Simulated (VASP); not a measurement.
Here is a VASP 6.6.1 calculation.

INCAR

```
SYSTEM = Pb
PREC = Accurate
ENCUT = 520
EDIFF = 1E-6
ISMEAR = -1
SIGMA = 0.08
LREAL = .False.
LASPH = .True.
NELM = 100
ALGO = Normal
ISIF = 2
LWAVE = .False.
LCHARG = .True.
GGA = PE
LELF = .True.
LVHAR = .True.
NBANDS = 21
```

Contents of KPOINTS:

```
regular mesh
0
Gamma
  11 11 6
  0 0 0
```

POSCAR

```
Pb
1.0
    3.0386068135     -1.7503199600      0.0000000000
    3.0386068135      1.7503199600      0.0000000000
   -2.1154626375      0.0000000000      6.0952248674
Pb
2
Direct
    0.0914915900      0.0914915900      0.2737078000
    0.9085084100      0.9085084100      0.7262922000
```

Potentials or basis: VASP PAW PBE potentials, release 64 (Pb_d).

Launch:

```bash
$ cat potpaw_PBE.64/Pb_d/POTCAR > POTCAR
$ mpirun -np 1 vasp_std > vasp.out
```

(1) What does it give for the band gap on the k mesh?

(2) Estimate the pressure.

Results:

(1) zero (band 14 reaches 12.73 eV, above the bottom of band 15 at 4.81 eV).

(2) 0.9 GPa.

Caveat: spin-orbit coupling is left out, which moves the levels of the heavy elements.
